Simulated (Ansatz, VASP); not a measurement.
## Si3Ge2 in VASP and in Ansatz

```xyz
10
Lattice="2.8926 0.0000 0.0000 -1.4463 2.5051 0.0000 0.0000 0.0000 23.2276" Properties=species:S:1:pos:R:3 pbc="T T T"
Si    0.0000    1.6701   15.0979
Si    0.0000    1.6701   19.7434
Si    0.0000    1.6701    5.8069
Si    1.4463    0.8350   17.4207
Si    1.4463    0.8350    3.4841
Si    1.4463    0.8350    8.1296
Ge    0.0000    1.6701    1.1614
Ge    0.0000    1.6701   10.4524
Ge    1.4463    0.8350   22.0662
Ge    1.4463    0.8350   12.7752
```

Alike in both runs: task single point; functional PBE; k mesh 6 × 6 × 1; occupations gaussian, width 0.1 eV; no spin polarisation.

```csv
,VASP,Ansatz
version,VASP 6.6.1,Ansatz 0.2.0
potentials or method,"VASP PAW PBE potentials, release 64 (Si, Ge_d), cutoff 520 eV","scalar-relativistic, plane waves, PAW"
valence electrons in the cell,80,80
```

```csv
,VASP,Ansatz,Ansatz less VASP
gap on the k mesh at the Fermi level (eV),none,none,-
pressure (GPa),-1.6,-1.6,0.00
"traceless stress, the component that is largest in VASP (GPa)",-9.04,-9.04,-0.003
rms of the force components (eV/Å),0.254,0.252,-0.0018
```

Atom by atom the forces differ by 0.002 eV/Å (rms over components). A gap of «none» marks a metal or a gap that the smearing closes.

The k mesh is coarse, so the values compare programs but aren't converged.
